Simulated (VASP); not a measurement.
Runs of VASP 6.6.1 on WC. The structure is that of space group Fm-3m (No. 225), or close to it. The cells are those of the table. 

```csv
cell,gap on the mesh (eV),pressure (GPa)
"a = 3.097, b = 3.113, c = 3.113 Å, angles 59.7, 60.2, 60.2°, 2 atoms",none,-2.6
"a = 3.097, b = 3.051, c = 3.051 Å, angles 61.0, 59.5, 59.5°, 2 atoms",none,13.7
"a = 3.097, b = 3.066, c = 3.066 Å, angles 60.7, 59.7, 59.7°, 2 atoms",none,9.0
"a = 3.097, b = 3.036, c = 3.036 Å, angles 61.3, 59.3, 59.3°, 2 atoms",none,(a)
"a = 3.097, b = 3.144, c = 3.144 Å, angles 59.0, 60.5, 60.5°, 2 atoms",none,(b)
```

Alike in all rows: task single point; level PBE; potentials or basis VASP PAW PBE potentials, release 64 (W_sv, C); no spin polarisation; k mesh 24 × 24 × 24; cutoff (eV) 520; smearing gaussian 0.15 eV.

Q: Estimate the missing entries.

A: (a) 18.9; (b) -8.7.

Caveats: spin-orbit coupling is left out, which moves the levels of the heavy elements; the stress differs along the axes, from -6 to -1 GPa (at least some runs); the stress differs along the axes, from 7 to 28 GPa (at least some runs); the stress differs along the axes, from 5 to 18 GPa (at least some runs); the stress differs along the axes, from 9 to 39 GPa (at least some runs); the stress differs along the axes, from -18 to -4 GPa (at least some runs).

A k mesh can miss the band edges, and the runs leave out spin-orbit coupling on W.

A gap of «none» marks levels without a gap at the run's occupations.
